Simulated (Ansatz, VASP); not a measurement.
Sr: VASP beside Ansatz

Contents of INCAR:

```
ALGO = Normal
EDIFF = 1E-6
ENCUT = 520
GGA = RP
ISIF = 2
ISMEAR = -1
LASPH = T
LCHARG = F
LREAL = F
LWAVE = F
NBANDS = 22
NELM = 80
PREC = Accurate
SIGMA = 0.1
```

KPOINTS

```
k-points
0
Gamma
  7 7 10
```

The input POSCAR:

```
Sr
1.0
    7.0773854649      0.0000000000      0.0000000000
   -3.5386927324      6.1291956049      0.0000000000
    0.0000000000      0.0000000000      4.2426160450
Sr
3
Direct
    0.0000000000      0.0000000000      0.0000000000
    0.3333333333      0.6666666667      0.5000000000
    0.6666666667      0.3333333333      0.5000000000
```

Input for Ansatz:

```yaml
crystal:
  lattice:
    - [7.0773854649, 0.0, 0.0]
    - [-3.5386927324, 6.1291956049, 0.0]
    - [0.0, 0.0, 4.242616045]
  atoms:
    - { symbol: Sr, position: [0.0, 0.0, 0.0] }
    - { symbol: Sr, position: [0.3333333333, 0.6666666667, 0.5] }
    - { symbol: Sr, position: [0.6666666667, 0.3333333333, 0.5] }
hamiltonian:
  xc: rpbe
  pseudopotentials:
    kind: paw
    azcp:
      Sr: "pseudopotentials/Sr.paw.azcp"
basis:
  ecutwfc: 420
  fft_grid_basis: typed
kpoints:
  mp_grid: { grid: [7, 7, 10], shift: [0, 0, 0] }
magnetization:
  spin_polarized: false
scf:
  occupations: { method: fermi_dirac, width: 0.1 }
output:
  stress: true
  write_density: true
  write_potential: true
  elf: true
  volumetric_format: npy
```

Alike in both runs: task single point; functional RPBE; k mesh 7 × 7 × 10; occupations fermi-dirac, width 0.1 eV; no spin polarisation.

|  | VASP | Ansatz |
| --- | --- | --- |
| version | VASP 6.6.1 | Ansatz 0.2.0 |
| potentials or method | VASP PAW PBE potentials, release 64 (Sr_sv), cutoff 520 eV | plane waves (420 eV) with PAW, scalar-relativistic |
| valence electrons in the cell | 30 | 30 |

|  | VASP | Ansatz | Ansatz less VASP |
| --- | --- | --- | --- |
| pressure (GPa) | -0.4 | -0.4 | 0.00 |

VASP's potentials were made for PBE, not for RPBE.
